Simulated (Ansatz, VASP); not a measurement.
# One calculation of Y, two programs

```
Y
1.0
     3.66670    0.00000    0.00000
    -1.83335    3.17545    0.00000
     0.00000    0.00000    5.66670
Y
2
Cartesian
  0.0000 2.1170 4.2500
  1.8333 1.0585 1.4167
```

Alike in both runs: functional PBE; k mesh 6 × 6 × 4; occupations gaussian, width 0.05 eV; no spin polarisation.

Ansatz relaxed the structure, and its values are those at the end. VASP's run is a single point on that final structure, the one shown.

```csv
,VASP,Ansatz
version,VASP 6.6.1,Ansatz 0.2.0
potentials or method,"VASP PAW PBE potentials, release 64 (Y_sv), cutoff 520 eV","scalar-relativistic, plane waves, PAW"
valence electrons in the cell,22,22
```

```csv
,VASP,Ansatz,Ansatz less VASP
gap on the k mesh at the Fermi level (eV),none,none,-
pressure (GPa),-0.1,0.0,+0.11
```

A gap of «none» marks a metal or a gap that the smearing closes. The functional is the same, so the differences come from potentials, cutoffs and numerics.
